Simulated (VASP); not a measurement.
# BaTiO3 (Pm-3m) in VASP: relaxation of cell and atoms with PBE+U

Aim: the relaxation of cell and atoms of BaTiO3 with PBE+U.

Program: VASP 6.6.1. These are calculated values, not measurements. Logs are shortened: lines on timing, memory, paths and dates and some standing lists are left out, and cuts for length are marked.

## 1. The cell of the first run

It takes space group Pm-3m (No. 221, cubic). The conventional cell has a = 3.770 Å, b = 3.770 Å, c = 3.770 Å, α = 90.00°, β = 90.00°, γ = 90.00°. Within 3.5 Å of Ba (site symmetry m-3m) lie 12 O at 2.67 Å and 8 Ti at 3.27 Å. Within 2.5 Å of Ti (site symmetry m-3m) lie 6 O at 1.89 Å. Within 2.5 Å of O (site symmetry 4/mmm) lie 2 Ti at 1.89 Å.

## 2. Relaxation of cell and atoms, PBE+U, target pressure 50 GPa, at which the enthalpy is minimised

File INCAR:

```
SYSTEM = BaTiO3
PREC = Accurate
ENCUT = 600
EDIFF = 1E-7
ISMEAR = 0
SIGMA = 0.02
LREAL = .False.
LASPH = .True.
NELM = 150
ALGO = Normal
ISIF = 3
LWAVE = .False.
LCHARG = .False.
LMAXMIX = 4
LDAU = .True.
LDAUTYPE = 2
LDAUL = -1 2 -1
LDAUU = 0 4 0
LDAUJ = 0 0 0
LDAUPRINT = 1
GGA = PE
IBRION = 2
NSW = 70
EDIFFG = -0.008
PSTRESS = 500.0
```

File KPOINTS:

```
regular mesh
0
Gamma
  8 8 8
  0 0 0
```

File POSCAR:

```
BaTiO3
1.0
    3.7703251323      0.0000000000      0.0000000000
    0.0000000000      3.7703251323      0.0000000000
    0.0000000000      0.0000000000      3.7703479467
Ba Ti O
1 1 3
Direct
    0.5000000000      0.5000000000      0.5719993980
    0.0000000000      0.0000000000      0.0719993980
    0.0000000000      0.5000000000      0.0719993980
    0.5000000000      0.0000000000      0.0719993980
    0.0000000000      0.0000000000      0.5719993980
```

Potentials or basis: VASP PAW PBE potentials, release 64 (Ba_sv, Ti_sv, O).

Command:

```bash
$ cat potpaw_PBE.64/Ba_sv/POTCAR potpaw_PBE.64/Ti_sv/POTCAR potpaw_PBE.64/O/POTCAR > POTCAR
$ mpirun -np 1 vasp_std > vasp.out
```

OUTCAR:

```text
SYSTEM = BaTiO3
   PREC = Accurate
   ENCUT = 600
   EDIFF = 1E-7
   ISMEAR = 0
   LREAL = .False.
   LASPH = .True.
   NELM = 150
   ISIF = 3
   GGA = PE
   IBRION = 2
   NSW = 70
   EDIFFG = -0.008
   PSTRESS = 500.0

 ion  position               nearest neighbor table
   1  0.500  0.500  0.572-   5 2.67   5 2.67   5 2.67   5 2.67   4 2.67   4 2.67   4 2.67   4 2.67
                             3 2.67   3 2.67   3 2.67   3 2.67   2 3.27   2 3.27   2 3.27   2 3.27
   2  0.000  0.000  0.072-   3 1.89   4 1.89   3 1.89   4 1.89   5 1.89   5 1.89   1 3.27   1 3.27
                             1 3.27   1 3.27   1 3.27   1 3.27   1 3.27   1 3.27
   3  0.000  0.500  0.072-   2 1.89   2 1.89   1 2.67   1 2.67   1 2.67   1 2.67
   4  0.500  0.000  0.072-   2 1.89   2 1.89   1 2.67   1 2.67   1 2.67   1 2.67
   5  0.000  0.000  0.572-   2 1.89   2 1.89   1 2.67   1 2.67   1 2.67   1 2.67

  LATTYP: Found a simple cubic cell.
 ALAT       =     3.7703251323

  Lattice vectors:

 A1 = (   3.7703251323,   0.0000000000,   0.0000000000)
 A2 = (   0.0000000000,   3.7703251323,   0.0000000000)
 A3 = (   0.0000000000,   0.0000000000,   3.7703479467)

Analysis of symmetry for initial positions (statically):
=====================================================================
 Subroutine PRICEL returns:
 Original cell was already a primitive cell.

 Routine SETGRP: Setting up the symmetry group for a
 simple cubic supercell.

 Subroutine GETGRP returns: Found 48 space group operations
 (whereof  8 operations were pure point group operations)
 out of a pool of 48 trial point group operations.

The static configuration has the point symmetry C_4v.
 The point group associated with its full space group is O_h .

Analysis of symmetry for dynamics (positions and initial velocities):
=====================================================================
 Subroutine PRICEL returns:
 Original cell was already a primitive cell.

 Routine SETGRP: Setting up the symmetry group for a
 simple cubic supercell.

 Subroutine GETGRP returns: Found 48 space group operations
 (whereof  8 operations were pure point group operations)
 out of a pool of 48 trial point group operations.

The dynamic configuration has the point symmetry C_4v.
 The point group associated with its full space group is O_h .

 Subroutine INISYM returns: Found 48 space group operations
 (whereof  8 operations are pure point group operations),
 and found     1 'primitive' translations

----------------------------------------------------------------------------------------

                                     Primitive cell

  volume of cell :      53.5968

  direct lattice vectors                    reciprocal lattice vectors
     3.770325132  0.000000000  0.000000000     0.265229116  0.000000000  0.000000000
     0.000000000  3.770325132  0.000000000     0.000000000  0.265229116  0.000000000
     0.000000000  0.000000000  3.770347947     0.000000000  0.000000000  0.265227511

  length of vectors
     3.770325132  3.770325132  3.770347947     0.265229116  0.265229116  0.265227511

  position of ions in fractional coordinates (direct lattice)
     0.500000000  0.500000000  0.571999398
     0.000000000  0.000000000  0.071999398
     0.000000000  0.500000000  0.071999398
     0.500000000  0.000000000  0.071999398
     0.000000000  0.000000000  0.571999398

  ion indices of the primitive-cell ions
   primitive index   ion index
                 1           1
                 2           2
                 3           3
                 4           4
                 5           5

----------------------------------------------------------------------------------------

 KPOINTS: regular mesh

[... 61 lines left out ...]
   ISPIN  =      1    spin polarized calculation?
   LNONCOLLINEAR =      F non collinear calculations
   LSORBIT =      F    spin-orbit coupling
   LASPH  =      T    aspherical Exc in radial PAW
   ENCUT  =  600.0 eV  44.10 Ry    6.64 a.u.   7.53  7.53  7.53*2*pi/ulx,y,z
   NELM   =    150;   NELMIN=  2; NELMDL= -5     # of ELM steps
   EDIFF  = 0.1E-06   stopping-criterion for ELM
   LREAL  =      F    real-space projection
   EDIFFG = -.8E-02   stopping-criterion for IOM
   NSW    =     70    number of steps for IOM
   IBRION =      2    ionic relax: 0-MD 1-quasi-New 2-CG
   NFREE  =      1    steps in history (QN), initial steepest desc. (CG)
   ISIF   =      3    stress and relaxation
   ISYM   =      2    0-nonsym 1-usesym 2-fastsym
   POTIM  = 0.5000    time-step for ionic-motion
   TEBEG  =    0.0;   TEEND  =   0.0 temperature during run
   PSTRESS=  500.0 pullay stress
   NELECT =      40.0000    total number of electrons
   NUPDOWN=      -1.0000    fix difference up-down
   EMIN   =  10.00;   EMAX   =-10.00  energy-range for DOS
   EFERMI =   0.00;   METHOD = LEGACY
   ISMEAR =     0;   SIGMA  =   0.02  broadening in eV -4-tet -1-fermi 0-gaus
   EFERMI_NEDOS =   21; number of points for ismear=-14 and -15
   IALGO  =     38    algorithm
   IMIX   =      4    mixing-type and parameters
     AMIX     =   0.40;   BMIX     =  1.00
     AMIX_MAG =   1.60;   BMIX_MAG =  1.00
  volume/ion in A,a.u.               =      10.72        72.34
  Fermi-wavevector in a.u.,A,eV,Ry     =   1.484961  2.806170 30.002346  2.205110
  Thomas-Fermi vector in A             =   2.598433
   LORBIT       =      0    0 simple, 1 ext, 2 COOP (PROOUT), +10 PAW based schemes
 LDA+U is selected, type is set to LDAUTYPE =  2
   angular momentum for each species LDAUL =    -1    2   -1
   U (eV)           for each species LDAUU =   0.0  4.0  0.0
   J (eV)           for each species LDAUJ =   0.0  0.0  0.0
   GGA     = PE    functional components
   LHFCALC =     F    Hartree Fock is set to
   AEXX    =    0.0000 exact exchange contribution
   IVDW    =     0    specifies the selected vdW correction
   LEPSILON=     F    determine dielectric tensor
   LRPA    =     F    only Hartree local field effects (RPA)
 conjugate gradient relaxation of ions
 non-spin polarized calculation
 Gauss-broadening in eV      SIGMA  =   0.02
  energy-cutoff  :      600.00
  volume of cell :       53.60
 maximum number of plane-waves:      1806
   NGX = 15   NGY = 15   NGZ = 15

--------------------------------------- Ionic step        1  -------------------------------------------

 number of electron      40.0000007 magnetization

 Free energy of the ion-electron system (eV)
  ---------------------------------------------------
  ext. energy  EPLUGINS =         0.00000000
  ---------------------------------------------------
  free energy    TOTEN  =       -35.42562278 eV

  energy without entropy =      -35.42562278  energy(sigma->0) =      -35.42562278

------------------------ aborting loop because EDIFF is reached ----------------------------------------

  FORCE on cell =-STRESS in cart. coord.  units (eV):
  Direction    XX          YY          ZZ          XY          YZ          ZX
  --------------------------------------------------------------------------------------
  -------------------------------------------------------------------------------------
  Total       18.9455151     18.9455151     18.9457444     -0.0000000      0.0000000     -0.0000000
  in kB      566.3409483    566.3409483    566.3478022     -0.0000000      0.0000000     -0.0000000
  external PRESSURE =      66.3432330 kB  Pullay stress =     500.0000000 kB
[... 65 lines left out ...]
  energy  without entropy=      -36.4198192636  energy(sigma->0) =      -36.41981926

  enthalpy is  TOTEN    =       -18.5959021978 eV   P V=       17.8239170658

atom =   2  type =  2  l = 2

 onsite density matrix

spin component  1

  0.1138 -0.0000  0.0000  0.0000  0.0000
 -0.0000  0.1138  0.0000 -0.0000  0.0000
  0.0000  0.0000  0.2776  0.0000  0.0000
  0.0000 -0.0000  0.0000  0.1138 -0.0000
  0.0000  0.0000  0.0000 -0.0000  0.2776

spin component  2

  0.1138 -0.0000  0.0000  0.0000  0.0000
 -0.0000  0.1138  0.0000 -0.0000  0.0000
  0.0000  0.0000  0.2776  0.0000  0.0000
  0.0000 -0.0000  0.0000  0.1138 -0.0000
  0.0000  0.0000  0.0000 -0.0000  0.2776

 occupancies and eigenvectors

  o =  0.1138  v =  1.0000  0.0000  0.0000  0.0000  0.0000  0.0000  0.0000  0.0000  0.0000  0.0000      0.0000  0.0000  0.0000  0.0000  0.0000  0.0000  0.0000  0.0000  0.0000  0.0000
  o =  0.1138  v =  0.0000  0.0000  0.0000  0.0000  0.0000  1.0000  0.0000  0.0000  0.0000  0.0000      0.0000  0.0000  0.0000  0.0000  0.0000  0.0000  0.0000  0.0000  0.0000  0.0000
  o =  0.1138  v =  0.0000 -0.9984  0.0000  0.0566 -0.0000  0.0000  0.0000  0.0000  0.0000  0.0000      0.0000  0.0000  0.0000  0.0000  0.0000  0.0000  0.0000  0.0000  0.0000  0.0000
  o =  0.1138  v =  0.0000  0.0000  0.0000  0.0000  0.0000  0.0000 -0.9984  0.0000  0.0566 -0.0000      0.0000  0.0000  0.0000  0.0000  0.0000  0.0000  0.0000  0.0000  0.0000  0.0000
  o =  0.1138  v =  0.0000  0.0566  0.0000  0.9984 -0.0000  0.0000  0.0000  0.0000  0.0000  0.0000      0.0000  0.0000  0.0000  0.0000  0.0000  0.0000  0.0000  0.0000  0.0000  0.0000
  o =  0.1138  v =  0.0000  0.0000  0.0000  0.0000  0.0000  0.0000  0.0566  0.0000  0.9984 -0.0000      0.0000  0.0000  0.0000  0.0000  0.0000  0.0000  0.0000  0.0000  0.0000  0.0000
  o =  0.2776  v =  0.0000  0.0000  0.0000  0.0000  0.0000  0.0000 -0.0000  0.0000 -0.0000 -1.0000      0.0000  0.0000  0.0000  0.0000  0.0000  0.0000  0.0000  0.0000  0.0000  0.0000
  o =  0.2776  v =  0.0000 -0.0000  0.0000 -0.0000 -1.0000  0.0000  0.0000  0.0000  0.0000  0.0000      0.0000  0.0000  0.0000  0.0000  0.0000  0.0000  0.0000  0.0000  0.0000  0.0000
  o =  0.2776  v =  0.0000  0.0000  0.0000  0.0000  0.0000  0.0000  0.0000  1.0000 -0.0000  0.0000      0.0000  0.0000  0.0000  0.0000  0.0000  0.0000  0.0000  0.0000  0.0000  0.0000
  o =  0.2776  v =  0.0000  0.0000  1.0000 -0.0000  0.0000  0.0000  0.0000  0.0000  0.0000  0.0000      0.0000  0.0000  0.0000  0.0000  0.0000  0.0000  0.0000  0.0000  0.0000  0.0000

--------------------------------------- Ionic step        3  -------------------------------------------

 number of electron      40.0000015 magnetization

 Free energy of the ion-electron system (eV)
  ---------------------------------------------------
  ext. energy  EPLUGINS =         0.00000000
  ---------------------------------------------------
  free energy    TOTEN  =       -35.75399501 eV

  energy without entropy =      -35.75399501  energy(sigma->0) =      -35.75399501

 E-fermi :   5.4028     XC(G=0): -12.1343

 val. band max:        5.3195205884   @ k =   0.0000   0.0000   0.0000
 cond. band min:       7.8793839673   @ k =   0.0000   0.0000   0.0000
 fundamental gap:      2.5598633790
 Fermi energy:         5.4028252588

 k-point     1 :       0.0000    0.0000    0.0000
  band No.  band energies     occupation
      1     -51.5894      2.00000
      2     -27.8637      2.00000
      3     -27.8637      2.00000
      4     -27.8636      2.00000
      5     -19.2656      2.00000
      6     -11.9442      2.00000
[... 637 lines left out ...]
     23      10.5668      0.00000
     24      11.9825      0.00000

 [... further k-points ...]
[... 5 lines left out ...]
  --------------------------------------------------------------------------------------
  -------------------------------------------------------------------------------------
  Total       16.9971869     16.9971869     16.9974140      0.0000000     -0.0000000      0.0000000
  in kB      498.8960930    498.8960930    498.9027569      0.0000000     -0.0000000      0.0000000
  external PRESSURE =      -1.1016857 kB  Pullay stress =     500.0000000 kB
[... 24 lines left out ...]
  energy  without entropy=      -35.7539950120  energy(sigma->0) =      -35.75399501

  enthalpy is  TOTEN    =       -18.7191984183 eV   P V=       17.0347965938

 reached required accuracy - stopping structural energy minimisation
```

It took 3.5 min on 1 thread of Intel Xeon Platinum 8175M at 2.50GHz (Skylake/Cascade Lake), shared host; peak memory 0.22 GiB.

What came out:

- Free energy: -35.7540 eV
- Relaxed volume: 10.92 Å³/atom
- Relaxed cell: a = 3.793 Å, b = 3.793 Å, c = 3.793 Å, α = 90.00°, β = 90.00°, γ = 90.00°
- Space group after relaxing (to 0.1 Å): Pm-3m (No. 221)
- Energy change on relaxing (the run minimises the enthalpy): -65.7 meV/atom
- Ionic steps: 3
- Pressure after relaxing: 49.9 GPa
- Band gap on the k mesh: 2.56 eV

The path:
```tsv
step	energy change (eV)	largest force (eV/Å)	pressure (GPa)	volume (Å³)
1	0.0000	0.0000	56.63	53.60
2	-0.9942	0.0000	35.02	57.11
3	-0.3284	0.0000	49.89	54.59
```

Final structure:
```yaml
crystal:
  lattice:
    - [3.79337, 0.00000, 0.00000]
    - [0.00000, 3.79337, 0.00000]
    - [0.00000, 0.00000, 3.79339]
  atoms:
    - { symbol: Ba, position: [0.50000, 0.50000, 0.57200] }
    - { symbol: Ti, position: [0.00000, 0.00000, 0.07200] }
    - { symbol: O, position: [0.00000, 0.50000, 0.07200] }
    - { symbol: O, position: [0.50000, 0.00000, 0.07200] }
    - { symbol: O, position: [0.00000, 0.00000, 0.57200] }
```

Eigenvalues of the final occupation matrices:
```
    site  spin  trace               eigenvalues
site 2 d     1   0.90  0.11 0.11 0.11 0.28 0.28
site 2 d     2   0.90  0.11 0.11 0.11 0.28 0.28
```

Caveat: the cell is relaxed towards a set pressure, so the run minimises the enthalpy, not the energy; spin-orbit coupling is left out, which moves the levels of the heavy elements.
